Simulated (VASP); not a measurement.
# GaP (I-4m2) in VASP: notebook, part 2 of 2

VASP 6.6.1. Earlier steps stand in the parts before.

**3. Single point, LDA (in-plane strain -0.01, then relaxed in part)**

Input file INCAR:

```
SYSTEM = GaP
PREC     = Accurate       ! precision mode
ENCUT    = 520            ! plane-wave cutoff, eV
EDIFF    = 1E-6           ! SCF threshold, eV
ISMEAR   = 0              ! smearing method
SIGMA    = 0.01           ! smearing width, eV
LREAL    = .FALSE.        ! projectors in reciprocal space
LASPH    = .TRUE.         ! aspherical terms in the spheres
NELM     = 80             ! most SCF steps
ALGO     = Normal         ! electronic algorithm
ISIF     = 2              ! what is computed and relaxed
LWAVE    = .FALSE.        ! write WAVECAR
LCHARG   = .TRUE.         ! write CHGCAR
GGA      = CA             ! functional
LELF     = .TRUE.         ! ELF
LVHAR    = .TRUE.       
NBANDS   = 16             ! bands
```

Input file KPOINTS:

```
regular mesh
0
G
  8 8 8
  0 0 0
```

Input file POSCAR:

```
GaP
1.0
    2.6687301894      2.6687301894      0.0000000000
   -2.6687301894      2.6687301894      0.0000000000
    0.0000000000      2.6687301894      2.7195440630
Ga P
1 1
Direct
    0.0000000000      0.0000000000      0.0000000000
    0.7500000000      0.2500000000      0.5000000000
```

Potentials or basis: VASP PAW LDA potentials, release 64 (Ga_d, P).

Launch:

```bash
cat potpaw_LDA.64/Ga_d/POTCAR potpaw_LDA.64/P/POTCAR > POTCAR
mpirun -np 1 vasp_std > vasp.out
```

It took 37 s on 1 thread of AMD EPYC 7R43 (Zen 3), shared host; peak memory 0.13 GiB.

It converged, with:

* Free energy: -10.4467 eV
* Pressure: 1.1 GPa
* Band gap on the k mesh: 1.32 eV, indirect (least direct gap 1.96 eV)

Stress tensor (GPa, compression positive):
```
1.62 0.00 0.00
0.00 1.62 0.00
0.00 0.00 0.09
```

Levels at points of the mesh, in eV from the valence-band top:
```tsv
k point	band 7	band 8	band 9	band 10	band 11	band 12
(0.00, 0.00, 0.00)	-0.11	0.00	0.00	1.96	3.73	3.73
(0.50, 0.00, 0.00)	-7.00	-1.32	-1.15	1.61	4.52	4.66
(0.50, 0.50, 0.00)	-7.04	-2.95	-2.94	1.32	1.54	10.71
(0.00, 0.00, 0.50)	-7.18	-2.81	-2.81	1.46	1.72	10.76
```

Caveat: the cell differs from its parent crystal (in-plane strain -0.01, then relaxed in part). A k mesh can miss the band edges.

**4. Single point, LDA (in-plane strain -0.01)**

Input file INCAR:

```
SYSTEM = GaP
PREC     = Accurate       ! precision mode
ENCUT    = 520            ! plane-wave cutoff, eV
EDIFF    = 1E-7           ! SCF threshold, eV
ISMEAR   = 0              ! smearing method
SIGMA    = 0.01           ! smearing width, eV
LREAL    = .False.        ! projectors in reciprocal space
LASPH    = .True.         ! aspherical terms in the spheres
NELM     = 100            ! most SCF steps
ALGO     = Normal         ! electronic algorithm
ISIF     = 2              ! what is computed and relaxed
LWAVE    = .False.        ! write WAVECAR
LCHARG   = .False.        ! write CHGCAR
NBANDS   = 16             ! bands
```

Input file KPOINTS:

```
Automatic mesh
0
Gamma
  8 8 8
  0 0 0
```

Changes to POSCAR since step 3:

```diff
@@ -4,3 +4,3 @@
    -2.6687301894      2.6687301894      0.0000000000
-    0.0000000000      2.6687301894      2.7195440630
+    0.0000000000      2.6687301894      2.7118611824
 Ga P
```

Launch:

```bash
cat potpaw_LDA.64/Ga_d/POTCAR potpaw_LDA.64/P/POTCAR > POTCAR
mpirun -np 1 vasp_std > vasp.out
```

Wall time 40 s (1 thread of AMD EPYC 7R43 (Zen 3), shared host); peak memory 0.12 GiB.

The run converged. Its results:

| Quantity | Value |
| --- | --- |
| Free energy | -10.4464 eV |
| Pressure | 1.4 GPa |
| Band gap on the k mesh | 1.33 eV, indirect (least direct gap 1.99 eV) |

Stress tensor (GPa, compression positive):
```
1.86 0.00 0.00
0.00 1.86 0.00
0.00 0.00 0.56
```

Levels at points of the mesh, in eV from the valence-band top:
```csv
k point,band 5,band 6,band 7,band 8,band 9,band 10,band 11,band 12,band 13,band 14
"(0.00, 0.00, 0.00)",-14.71,-12.90,-0.10,0.00,0.00,1.99,3.74,3.74,3.77,8.67
"(0.50, 0.00, 0.00)",-14.70,-10.66,-7.02,-1.30,-1.16,1.62,4.53,4.65,8.10,10.95
"(0.50, 0.50, 0.00)",-14.69,-9.65,-7.06,-2.95,-2.94,1.33,1.55,10.75,10.76,11.41
"(0.00, 0.00, 0.50)",-14.69,-9.73,-7.17,-2.83,-2.83,1.45,1.71,10.79,10.79,11.27
```

Caveat: the cell differs from its parent crystal (in-plane strain -0.01).

**5. Single point, LDA (film at in-plane strain -0.01)**

Input file INCAR:

```
ALGO     = Normal         # electronic algorithm
EDIFF    = 1E-6           # SCF threshold, eV
ENCUT    = 520            # plane-wave cutoff, eV
GGA      = CA             # functional
ISIF     = 2              # what is computed and relaxed
ISMEAR   = 0              # smearing method
LASPH    = T              # aspherical terms in the spheres
LCHARG   = T              # write CHGCAR
LELF     = T              # ELF
LREAL    = F              # projectors in reciprocal space
LVHAR    = T            
LWAVE    = F              # write WAVECAR
NBANDS   = 16             # bands
NELM     = 100            # most SCF steps
PREC     = Accurate       # precision mode
SIGMA    = 0.01           # smearing width, eV
```

Input file KPOINTS:

```
k-points
0
Gamma
  8 8 8
```

Changes to POSCAR since step 4:

```diff
@@ -4,3 +4,3 @@
    -2.6687301894      2.6687301894      0.0000000000
-    0.0000000000      2.6687301894      2.7118611824
+    0.0000000000      2.6687301894      2.7195440630
 Ga P
```

Launch:

```bash
cat potpaw_LDA.64/Ga_d/POTCAR potpaw_LDA.64/P/POTCAR > POTCAR
mpirun -np 1 vasp_std > vasp.out
```

Run time: 38 s. Hardware: 1 thread of AMD EPYC 7R43 (Zen 3), shared host; peak memory 0.12 GiB.

The run converged. Its results:

* Free energy: -10.4467 eV
* Pressure: 1.1 GPa
* Band gap on the k mesh: 1.32 eV, indirect (least direct gap 1.96 eV)

Stress tensor (GPa, compression positive):
```
1.62 0.00 0.00
0.00 1.62 0.00
0.00 0.00 0.09
```

Levels at points of the mesh, in eV from the valence-band top:
```csv
k point,band 7,band 8,band 9,band 10,band 11,band 12
"(0.00, 0.00, 0.00)",-0.11,0.00,0.00,1.96,3.73,3.73
"(0.50, 0.00, 0.00)",-7.00,-1.32,-1.15,1.61,4.52,4.66
"(0.50, 0.50, 0.00)",-7.04,-2.95,-2.94,1.32,1.54,10.71
"(0.00, 0.00, 0.50)",-7.18,-2.81,-2.81,1.46,1.72,10.76
```

Caveat: the cell differs from its parent crystal (film at in-plane strain -0.01).

**6. Single point, LDA (in-plane strain -0.005, then relaxed in part)**

Input file INCAR:

```
PREC = Accurate
ENCUT = 520
EDIFF = 1E-6
ISMEAR = 0
SIGMA = 0.01
LREAL = False
LASPH = True
NELM = 100
ALGO = Normal
ISIF = 2
LWAVE = False
LCHARG = False
GGA = CA
NBANDS = 16
```

Input file KPOINTS:

```
regular mesh
0
Gamma
  8 8 8
```

Input file POSCAR:

```
GaP
1.0
    2.6822086248      2.6822086248      0.0000000000
   -2.6822086248      2.6822086248      0.0000000000
    0.0000000000      2.6822086248      2.7067116342
Ga P
1 1
Direct
    0.0000000000      0.0000000000      0.0000000000
    0.7500000000      0.2500000000      0.5000000000
```

Potentials or basis: VASP PAW LDA potentials, release 64 (Ga_d, P).

Launch:

```bash
cat potpaw_LDA.64/Ga_d/POTCAR potpaw_LDA.64/P/POTCAR > POTCAR
mpirun -np 1 vasp_std > vasp.out
```

Wall time 38 s (1 thread of AMD EPYC 7R43 (Zen 3), shared host); peak memory 0.12 GiB.

Results (log left out):

```yaml
Free_energy: -10.4497 eV
Pressure: 0.6 GPa
Band_gap_on_the_k_mesh: 1.38 eV, indirect (least direct gap 1.94 eV)
```

Stress tensor (GPa, compression positive):
```
0.86 0.00 0.00
0.00 0.86 0.00
0.00 0.00 0.13
```

Levels at points of the mesh, in eV from the valence-band top:
```csv
k point,band 6,band 7,band 8,band 9,band 10,band 11,band 12,band 13
"(0.00, 0.00, 0.00)",-12.82,-0.05,0.00,0.00,1.94,3.76,3.76,3.78
"(0.50, 0.00, 0.00)",-10.61,-6.95,-1.24,-1.17,1.62,4.57,4.64,8.10
"(0.50, 0.50, 0.00)",-9.62,-7.02,-2.89,-2.88,1.38,1.60,10.72,10.72
"(0.00, 0.00, 0.50)",-9.67,-7.08,-2.82,-2.82,1.44,1.69,10.73,10.73
```

Caveat: the cell differs from its parent crystal (in-plane strain -0.005, then relaxed in part). A k mesh can miss the band edges.

**7. Summary**

```tsv
cell	gap on the mesh (eV)	pressure (GPa)
a = 3.736, b = 3.736, c = 3.798 Å, angles 60.5, 60.5, 90.0°, 2 atoms	1.23	2.8
a = 3.774, b = 3.774, c = 3.810 Å, angles 60.3, 60.3, 90.0°, 2 atoms	1.32	1.1
a = 3.774, b = 3.774, c = 3.805 Å, angles 60.3, 60.3, 90.0°, 2 atoms	1.33	1.4
a = 3.793, b = 3.793, c = 3.811 Å, angles 60.2, 60.2, 90.0°, 2 atoms	1.38	0.6
```

Alike in all rows: task single point; level LDA; potentials or basis VASP PAW LDA potentials, release 64 (Ga_d, P); no spin polarisation; k mesh 8 × 8 × 8; cutoff (eV) 520; smearing gaussian 0.01 eV.

Absolute energies hang on the potentials; compare differences alone.
